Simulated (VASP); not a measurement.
Wanted: the native input for a VASP 6.6.1 run.

| Quantity | Value |
| --- | --- |
| Task | single point |
| Functional | LDA |
| Potentials or basis | VASP PAW LDA potentials, release 64 (B, N) |
| Cutoff | 600 eV |
| k mesh | 1 × 1 × 1, shifted |
| Occupations | fermi-dirac, width 0.01 eV |
| Spin | no spin polarisation |
| Dipole correction | no |
| Further INCAR settings | LREAL = Auto; ALGO = Normal; EDIFF = 1e-06; NBANDS = 96 |

The structure of BN (BN (P6_3/mmc)) lies in POSCAR:

```
BN
1.0
    7.4650312809      0.0000000000      0.0000000000
   -3.7325156404      6.4649067293      0.0000000000
    0.0000000000      0.0000000000      6.4954828800
B N
18 18
Direct
    0.1111968462      0.2221364871      0.2500000000
    0.2221364871      0.1111968462      0.7500000000
    0.1111968462      0.5554698204      0.2500000000
    0.2221364871      0.4445301796      0.7500000000
    0.1111968462      0.8888031538      0.2500000000
    0.2221364871      0.7778635129      0.7500000000
    0.4445301796      0.2221364871      0.2500000000
    0.5554698204      0.1111968462      0.7500000000
    0.4445301796      0.5554698204      0.2500000000
    0.5554698204      0.4445301796      0.7500000000
    0.4445301796      0.8888031538      0.2500000000
    0.5554698204      0.7778635129      0.7500000000
    0.7778635129      0.2221364871      0.2500000000
    0.8888031538      0.1111968462      0.7500000000
    0.7778635129      0.5554698204      0.2500000000
    0.8888031538      0.4445301796      0.7500000000
    0.7778635129      0.8888031538      0.2500000000
    0.8888031538      0.7778635129      0.7500000000
    0.1114069255      0.2219264078      0.7500000000
    0.2219264078      0.1114069255      0.2500000000
    0.1114069255      0.5552597412      0.7500000000
    0.2219264078      0.4447402588      0.2500000000
    0.1114069255      0.8885930745      0.7500000000
    0.2219264078      0.7780735922      0.2500000000
    0.4447402588      0.2219264078      0.7500000000
    0.5552597412      0.1114069255      0.2500000000
    0.4447402588      0.5552597412      0.7500000000
    0.5552597412      0.4447402588      0.2500000000
    0.4447402588      0.8885930745      0.7500000000
    0.5552597412      0.7780735922      0.2500000000
    0.7780735922      0.2219264078      0.7500000000
    0.8885930745      0.1114069255      0.2500000000
    0.7780735922      0.5552597412      0.7500000000
    0.8885930745      0.4447402588      0.2500000000
    0.7780735922      0.8885930745      0.7500000000
    0.8885930745      0.7780735922      0.2500000000
```

One way to write it, as run:

INCAR

```
SYSTEM = BN
  ALGO = Normal
  EDIFF = 1E-6
  ENCUT = 600
  GGA = CA
  GGA_COMPAT = .False.
  ISIF = 2
  ISMEAR = -1
  LASPH = .True.
  LCHARG = .False.
  LREAL = Auto
  LWAVE = .False.
  NBANDS = 96
  NELM = 120
  PREC = Accurate
  SIGMA = 0.01
```

KPOINTS

```
Automatic mesh
0
Gamma
  1 1 1
  0.25 0.25 0.25
```

Potentials or basis: VASP PAW LDA potentials, release 64 (B, N).

The run is started by

```bash
$ cat potpaw_LDA.64/B/POTCAR potpaw_LDA.64/N/POTCAR > POTCAR
$ mpirun -np 1 vasp_std > vasp.out
```

It gave:

```json
{
  "Pressure": "0.7 GPa",
  "Largest force": "0.214 eV/Å",
  "Band gap on the k mesh": "4.62 eV"
}
```

Caveat: the k points lie up to 0.97 Å⁻¹ apart.

Run time: 3.4 min on 1 thread of Intel Xeon 8259CL, on a shared host, peak memory 0.34 GiB.
